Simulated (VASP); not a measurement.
# BeCo (Pm-3m) in VASP: further runs

Runs on BeCo. Level: LDA+U. Tasks: single point, relaxation of cell and atoms.

Program: VASP 6.6.1. These are calculated values, not measurements. Logs are shortened: lines on timing, memory, paths and dates and some standing lists are left out, and cuts for length are marked.

## Step 1: The cell of the first run

The structure is cubic, space group Pm-3m (No. 221). Conventional cell: a = 2.525 Å, b = 2.525 Å, c = 2.525 Å, α = 90.00°, β = 90.00°, γ = 90.00°. Be (site symmetry m-3m) has 8 Co at 2.19 Å and 6 Be at 2.53 Å within 2.9 Å. Within 2.9 Å of Co (site symmetry m-3m) lie 8 Be at 2.19 Å and 6 Co at 2.53 Å.

## Step 2: Single point, LDA+U, collinear spin, ferromagnetic start

File INCAR:

```
PREC = Accurate
ENCUT = 520
EDIFF = 1E-7
ISMEAR = -1
SIGMA = 0.05
LREAL = F
LASPH = T
NELM = 150
ALGO = Normal
ISIF = 2
LWAVE = F
LCHARG = T
ISPIN = 2
MAGMOM = 0 2
LORBIT = 11
LMAXMIX = 4
LDAU = T
LDAUTYPE = 2
LDAUL = -1 2
LDAUU = 0 4
LDAUJ = 0 0
LDAUPRINT = 1
GGA = CA
LELF = T
LVHAR = T
NBANDS = 16
```

File KPOINTS:

```
Automatic mesh
0
Gamma
  13 13 13
```

File POSCAR:

```
BeCo
1.0
    2.5251305906      0.0000000000      0.0000000000
    0.0000000000      2.5251305906      0.0000000000
    0.0000000000      0.0000000000      2.5251305906
Be Co
1 1
Direct
    0.0000000000      0.0000000000      0.0000000000
    0.5000000000      0.5000000000      0.5000000000
```

Potentials or basis: VASP PAW LDA potentials, release 64 (Be, Co).

Run with:

```
> cat potpaw_LDA.64/Be/POTCAR potpaw_LDA.64/Co/POTCAR > POTCAR
> mpirun -np 1 vasp_std > vasp.out
```

OUTCAR:

```text
PREC = Accurate
   ENCUT = 520
   EDIFF = 1E-7
   ISMEAR = -1
   LREAL = F
   LASPH = T
   NELM = 150
   ISIF = 2
   ISPIN = 2
   LORBIT = 11
   GGA = CA

 ion  position               nearest neighbor table
   1  0.000  0.000  0.000-   2 2.19   2 2.19   2 2.19   2 2.19   2 2.19   2 2.19   2 2.19   2 2.19

   2  0.500  0.500  0.500-   1 2.19   1 2.19   1 2.19   1 2.19   1 2.19   1 2.19   1 2.19   1 2.19

  LATTYP: Found a simple cubic cell.
 ALAT       =     2.5251305906

  Lattice vectors:

 A1 = (   2.5251305906,   0.0000000000,   0.0000000000)
 A2 = (   0.0000000000,   2.5251305906,   0.0000000000)
 A3 = (   0.0000000000,   0.0000000000,   2.5251305906)

Analysis of symmetry for initial positions (statically):
=====================================================================
 Subroutine PRICEL returns:
 Original cell was already a primitive cell.

 Routine SETGRP: Setting up the symmetry group for a
 simple cubic supercell.

 Subroutine GETGRP returns: Found 48 space group operations
 (whereof 48 operations were pure point group operations)
 out of a pool of 48 trial point group operations.

The static configuration has the point symmetry O_h .

Analysis of symmetry for dynamics (positions and initial velocities):
=====================================================================
 Subroutine PRICEL returns:
 Original cell was already a primitive cell.

 Routine SETGRP: Setting up the symmetry group for a
 simple cubic supercell.

 Subroutine GETGRP returns: Found 48 space group operations
 (whereof 48 operations were pure point group operations)
 out of a pool of 48 trial point group operations.

The dynamic configuration has the point symmetry O_h .

Analysis of structural, dynamic, and magnetic symmetry:
=====================================================================
 Subroutine PRICEL returns:
 Original cell was already a primitive cell.

 Routine SETGRP: Setting up the symmetry group for a
 simple cubic supercell.

 Subroutine GETGRP returns: Found 48 space group operations
 (whereof 48 operations were pure point group operations)
 out of a pool of 48 trial point group operations.

The overall configuration has the point symmetry O_h .

 Subroutine INISYM returns: Found 48 space group operations
 (whereof 48 operations are pure point group operations),
 and found     1 'primitive' translations

----------------------------------------------------------------------------------------

                                     Primitive cell

  volume of cell :      16.1010

  direct lattice vectors                    reciprocal lattice vectors
     2.525130591  0.000000000  0.000000000     0.396019122  0.000000000  0.000000000
     0.000000000  2.525130591  0.000000000     0.000000000  0.396019122  0.000000000
     0.000000000  0.000000000  2.525130591     0.000000000  0.000000000  0.396019122

  length of vectors
     2.525130591  2.525130591  2.525130591     0.396019122  0.396019122  0.396019122

  position of ions in fractional coordinates (direct lattice)
     0.000000000  0.000000000  0.000000000
     0.500000000  0.500000000  0.500000000

  ion indices of the primitive-cell ions
   primitive index   ion index
                 1           1
                 2           2

----------------------------------------------------------------------------------------

 KPOINTS: Automatic mesh

[... 67 lines left out ...]
   EDIFF  = 0.1E-06   stopping-criterion for ELM
   LREAL  =      F    real-space projection
   EDIFFG = 0.1E-05   stopping-criterion for IOM
   NSW    =      0    number of steps for IOM
   IBRION =     -1    ionic relax: 0-MD 1-quasi-New 2-CG
   NFREE  =      0    steps in history (QN), initial steepest desc. (CG)
   ISIF   =      2    stress and relaxation
   ISYM   =      2    0-nonsym 1-usesym 2-fastsym
   POTIM  = 0.5000    time-step for ionic-motion
   TEBEG  =    0.0;   TEEND  =   0.0 temperature during run
   PSTRESS=    0.0 pullay stress
   NELECT =      11.0000    total number of electrons
   NUPDOWN=      -1.0000    fix difference up-down
   EMIN   =  10.00;   EMAX   =-10.00  energy-range for DOS
   EFERMI =   0.00;   METHOD = LEGACY
   ISMEAR =    -1;   SIGMA  =   0.05  broadening in eV -4-tet -1-fermi 0-gaus
   EFERMI_NEDOS =   21; number of points for ismear=-14 and -15
   IALGO  =     38    algorithm
   IMIX   =      4    mixing-type and parameters
     AMIX     =   0.40;   BMIX     =  1.00
     AMIX_MAG =   1.60;   BMIX_MAG =  1.00
  volume/ion in A,a.u.               =       8.05        54.33
  Fermi-wavevector in a.u.,A,eV,Ry     =   1.441856  2.724713 28.285814  2.078949
  Thomas-Fermi vector in A             =   2.560441
   LORBIT       =     11    0 simple, 1 ext, 2 COOP (PROOUT), +10 PAW based schemes
 LDA+U is selected, type is set to LDAUTYPE =  2
   angular momentum for each species LDAUL =    -1    2
   U (eV)           for each species LDAUU =   0.0  4.0
   J (eV)           for each species LDAUJ =   0.0  0.0
   GGA     = CA    functional components
   LHFCALC =     F    Hartree Fock is set to
   AEXX    =    0.0000 exact exchange contribution
   IVDW    =     0    specifies the selected vdW correction
   LEPSILON=     F    determine dielectric tensor
   LRPA    =     F    only Hartree local field effects (RPA)
 spin polarized calculation
  energy-cutoff  :      520.00
  volume of cell :       16.10
 maximum number of plane-waves:       461
 NGX is ok and might be reduce to    20
   NGX =  9   NGY =  9   NGZ =  9

 number of electron      10.9999999 magnetization      -0.0090668

atom =   2  type =  2  l = 2

 onsite density matrix

spin component  1

  0.8580  0.0000  0.0000  0.0000 -0.0000
  0.0000  0.8580  0.0000 -0.0000 -0.0000
  0.0000  0.0000  0.6519  0.0000  0.0000
  0.0000 -0.0000  0.0000  0.8580 -0.0000
 -0.0000 -0.0000  0.0000 -0.0000  0.6519

spin component  2

  0.8556  0.0000  0.0000  0.0000 -0.0000
  0.0000  0.8556  0.0000 -0.0000 -0.0000
  0.0000  0.0000  0.6394  0.0000  0.0000
  0.0000 -0.0000  0.0000  0.8556 -0.0000
 -0.0000 -0.0000  0.0000 -0.0000  0.6394

 occupancies and eigenvectors

  o =  0.6394  v =  0.0000  0.0000  0.0000  0.0000  0.0000  0.0000 -0.0000  0.9940  0.0000 -0.1092      0.0000  0.0000  0.0000  0.0000  0.0000  0.0000  0.0000  0.0000  0.0000  0.0000
  o =  0.6394  v =  0.0000  0.0000  0.0000  0.0000  0.0000  0.0000 -0.0000  0.1092  0.0000  0.9940      0.0000  0.0000  0.0000  0.0000  0.0000  0.0000  0.0000  0.0000  0.0000  0.0000
  o =  0.6519  v =  0.0000  0.0000  0.9595 -0.0000 -0.2818  0.0000  0.0000  0.0000  0.0000  0.0000      0.0000  0.0000  0.0000  0.0000  0.0000  0.0000  0.0000  0.0000  0.0000  0.0000
  o =  0.6519  v =  0.0000 -0.0000  0.2818 -0.0000  0.9595  0.0000  0.0000  0.0000  0.0000  0.0000      0.0000  0.0000  0.0000  0.0000  0.0000  0.0000  0.0000  0.0000  0.0000  0.0000
  o =  0.8556  v =  0.0000  0.0000  0.0000  0.0000  0.0000  1.0000  0.0000  0.0000  0.0000  0.0000      0.0000  0.0000  0.0000  0.0000  0.0000  0.0000  0.0000  0.0000  0.0000  0.0000
  o =  0.8556  v =  0.0000  0.0000  0.0000  0.0000  0.0000  0.0000  0.1894 -0.0000  0.9819 -0.0000      0.0000  0.0000  0.0000  0.0000  0.0000  0.0000  0.0000  0.0000  0.0000  0.0000
  o =  0.8556  v =  0.0000  0.0000  0.0000  0.0000  0.0000  0.0000 -0.9819 -0.0000  0.1894 -0.0000      0.0000  0.0000  0.0000  0.0000  0.0000  0.0000  0.0000  0.0000  0.0000  0.0000
  o =  0.8580  v =  0.0000  0.0238 -0.0000 -0.9997 -0.0000  0.0000  0.0000  0.0000  0.0000  0.0000      0.0000  0.0000  0.0000  0.0000  0.0000  0.0000  0.0000  0.0000  0.0000  0.0000
  o =  0.8580  v =  1.0000  0.0000  0.0000  0.0000  0.0000  0.0000  0.0000  0.0000  0.0000  0.0000      0.0000  0.0000  0.0000  0.0000  0.0000  0.0000  0.0000  0.0000  0.0000  0.0000
  o =  0.8580  v =  0.0000  0.9997  0.0000  0.0238  0.0000  0.0000  0.0000  0.0000  0.0000  0.0000      0.0000  0.0000  0.0000  0.0000  0.0000  0.0000  0.0000  0.0000  0.0000  0.0000

 number of electron      10.9999999 magnetization       0.0303809

 Free energy of the ion-electron system (eV)
  ---------------------------------------------------
  ext. energy  EPLUGINS =         0.00000000
  ---------------------------------------------------
  free energy    TOTEN  =        -9.59913899 eV

  energy without entropy =       -9.58899808  energy(sigma->0) =       -9.59406853

 E-fermi :   9.0293     XC(G=0): -13.1350

 val. band max:        9.0180362641   @ k =   0.4615   0.4615   0.0769
 cond. band min:       9.0316809289   @ k =   0.4615   0.3077   0.3077
 fundamental gap:      0.0136446647
 Fermi energy:         9.0293279279

 spin component 1

 k-point     1 :       0.0000    0.0000    0.0000
  band No.  band energies     occupation
      1      -0.2582      1.00000
      2       6.4210      1.00000
      3       6.4210      1.00000
      4       8.7596      0.99547
      5       8.7597      0.99547
      6       8.7597      0.99547
[... 895 lines left out ...]
      5       7.9789      1.00000
      6       8.1990      1.00000
[... 8 lines left out ...]
     15      35.8745      0.00000
     16      40.9276      0.00000

 [... further k-points ...]

------------------------ aborting loop because EDIFF is reached ----------------------------------------

  FORCE on cell =-STRESS in cart. coord.  units (eV):
  Direction    XX          YY          ZZ          XY          YZ          ZX
  --------------------------------------------------------------------------------------
  -------------------------------------------------------------------------------------
  Total       -0.4594852     -0.4594852     -0.4594852      0.0000000     -0.0000000     -0.0000000
  in kB      -45.7225651    -45.7225651    -45.7225651      0.0000000     -0.0000000     -0.0000000
  external PRESSURE =     -45.7225651 kB  Pullay stress =       0.0000000 kB

 VOLUME and BASIS-vectors are now :
 -----------------------------------------------------------------------------
  energy-cutoff  :      520.00
  volume of cell :       16.10
      direct lattice vectors                 reciprocal lattice vectors
     2.525130591  0.000000000  0.000000000     0.396019122  0.000000000  0.000000000
     0.000000000  2.525130591  0.000000000     0.000000000  0.396019122  0.000000000
     0.000000000  0.000000000  2.525130591     0.000000000  0.000000000  0.396019122

 POSITION                                       TOTAL-FORCE (eV/Angst)
 -----------------------------------------------------------------------------------
      0.00000      0.00000      0.00000         0.000000      0.000000      0.000000
      1.26257      1.26257      1.26257         0.000000      0.000000      0.000000
 -----------------------------------------------------------------------------------
    total drift:                               -0.000000      0.000000      0.000000

  FREE ENERGIE OF THE ION-ELECTRON SYSTEM (eV)
  ---------------------------------------------------
  free  energy   TOTEN  =        -9.5991389852 eV

  energy  without entropy=       -9.5889980783  energy(sigma->0) =       -9.59406853

 total charge

# of ion       s       p       d       tot
------------------------------------------
    1        0.475   0.761   0.000   1.237
    2        0.508   0.601   7.684   8.793
--------------------------------------------------
tot          0.984   1.362   7.684  10.030

 magnetization (x)

# of ion       s       p       d       tot
------------------------------------------
    1       -0.000  -0.002   0.000  -0.002
    2       -0.000   0.001   0.032   0.033
--------------------------------------------------
tot         -0.001  -0.001   0.032   0.031
```

It took 80 s on 1 thread of Oxide Virtual Turin-like, shared host; peak memory 0.12 GiB.

What came out:

```yaml
Free_energy: -9.5991 eV
Pressure: -4.6 GPa
Net_moment: 0.03 μB per cell
Site_moments: Be -0.00; Co +0.03 μB
Valence_electrons_inside_the_program's_atomic_spheres: Be 1.24; Co 8.79
```

Eigenvalues of the final occupation matrices:
```tsv
site	spin	trace	eigenvalues
site 2 d	1	3.88	0.65 0.65 0.86 0.86 0.86
site 2 d	2	3.85	0.64 0.64 0.86 0.86 0.86
```

Caveat: the cell stands under tension; the moments typed at the start vanished in this run; the U is typed as a test and isn't derived for this compound.

## Step 3: Relaxation of cell and atoms, LDA+U, collinear spin, ferromagnetic start

This run uses another cell than the first one, of 9.56 Å³/atom.

File INCAR:

```
ALGO     = Normal         # electronic algorithm
EDIFF    = 1E-7           # SCF threshold, eV
EDIFFG   = -0.005         # ionic threshold
ENCUT    = 600            # plane-wave cutoff, eV
IBRION   = 2              # ionic algorithm
ISIF     = 3              # what is computed and relaxed
ISMEAR   = -1             # smearing method
ISPIN    = 2              # spin polarisation
LASPH    = True           # aspherical terms in the spheres
LCHARG   = False          # write CHGCAR
LDAU     = True           # DFT+U
LDAUJ    = 0 0          
LDAUL    = -1 2           # shell
LDAUPRINT= 1            
LDAUTYPE = 2            
LDAUU    = 0 4            # U, eV
LMAXMIX  = 4              # l up to which the mixer works
LORBIT   = 11             # projections on sites
LREAL    = False          # projectors in reciprocal space
LWAVE    = False          # write WAVECAR
MAGMOM   = 0 2            # initial moments
NELM     = 150            # most SCF steps
NSW      = 100            # ionic steps
PREC     = Accurate       # precision mode
SIGMA    = 0.05           # smearing width, eV
```

File KPOINTS:

```
k-points
0
Gamma
  13 13 13
```

File POSCAR:

```
BeCo
1.0
    2.6737183902      0.0000000000      0.0000000000
    0.0000000000      2.6737183902      0.0000000000
    0.0000000000      0.0000000000      2.6737183902
Be Co
1 1
Direct
    0.0000000000      0.0000000000      0.0000000000
    0.5000000000      0.5000000000      0.5000000000
```

Potentials or basis: VASP PAW LDA potentials, release 64 (Be, Co).

Run with:

```
> cat potpaw_LDA.64/Be/POTCAR potpaw_LDA.64/Co/POTCAR > POTCAR
> mpirun -np 1 vasp_std > vasp.out
```

Run time: 3.3 min. Hardware: 1 thread of Oxide Virtual Turin-like, shared host; peak memory 0.15 GiB.

The run converged. Its results:

| Item | Value |
| --- | --- |
| Free energy | -9.6054 eV |
| Relaxed volume | 7.89 Å³/atom |
| Relaxed cell | a = 2.508 Å, b = 2.508 Å, c = 2.508 Å, α = 90.00°, β = 90.00°, γ = 90.00° |
| Space group after relaxing (to 0.1 Å) | Pm-3m (No. 221) |
| Energy gained by relaxing | 181.5 meV/atom |
| Ionic steps | 16 |
| Pressure after relaxing | 0.0 GPa |
| Net moment | 0.00 μB per cell |
| Valence electrons inside the program's atomic spheres | Be 1.26; Co 8.84 |

Step by step:
| step | energy change (eV) | largest force (eV/Å) | pressure (GPa) | volume (Å³) |
| --- | --- | --- | --- | --- |
| 1 | 0.0000 | 0.0000 | -26.41 | 19.11 |
| 2 | -0.3388 | 0.0000 | 11.60 | 15.08 |
| 3 | -0.3628 | 0.0000 | 0.95 | 15.71 |
| 4 | -0.3629 | 0.0000 | -0.42 | 15.80 |
| 5 | -0.3629 | 0.0000 | -0.41 | 15.80 |
| 6 | -0.3629 | 0.0000 | -0.38 | 15.80 |
| 7 | -0.3629 | 0.0000 | -0.37 | 15.80 |
| 8 | -0.3629 | 0.0000 | -0.36 | 15.80 |
| 9 | -0.3629 | 0.0000 | -0.32 | 15.80 |
| 10 | -0.3629 | 0.0000 | -0.25 | 15.80 |
| 11 | -0.3629 | 0.0000 | -0.37 | 15.80 |
| 12 | -0.3629 | 0.0000 | -0.36 | 15.80 |
| 13 | -0.3629 | 0.0000 | -0.34 | 15.80 |
| 14 | -0.3629 | 0.0000 | -0.30 | 15.79 |
| 15 | -0.3630 | 0.0000 | -0.21 | 15.79 |
| 16 | -0.3630 | 0.0000 | -0.05 | 15.78 |

Final structure:
```yaml
crystal:
  lattice:
    - [2.50809, 0.00000, 0.00000]
    - [0.00000, 2.50809, 0.00000]
    - [0.00000, 0.00000, 2.50809]
  atoms:
    - { symbol: Be, position: [0.00000, 0.00000, 0.00000] }
    - { symbol: Co, position: [0.50000, 0.50000, 0.50000] }
```

Levels at points of the mesh, in eV from the Fermi level:
Spin up:
| k point | band 4 | band 5 | band 6 | band 7 | band 8 | band 9 |
| --- | --- | --- | --- | --- | --- | --- |
| (0.00, 0.00, 0.00) | -0.24 | -0.24 | -0.24 | 8.71 | 8.71 | 8.71 |
Spin down:
```tsv
k point	band 4	band 5	band 6	band 7	band 8	band 9
(0.00, 0.00, 0.00)	-0.24	-0.24	-0.24	8.71	8.71	8.71
```

Eigenvalues of the final occupation matrices:
```tsv
site	spin	trace	eigenvalues
site 2 d	1	3.87	0.65 0.65 0.86 0.86 0.86
site 2 d	2	3.87	0.65 0.65 0.86 0.86 0.86
```

Caveat: the volume moved by over 15 % at a fixed basis, so the end points are rough; the moments typed at the start vanished in this run; the U is typed as a test and isn't derived for this compound. Zero-point motion and thermal expansion aren't in these numbers.
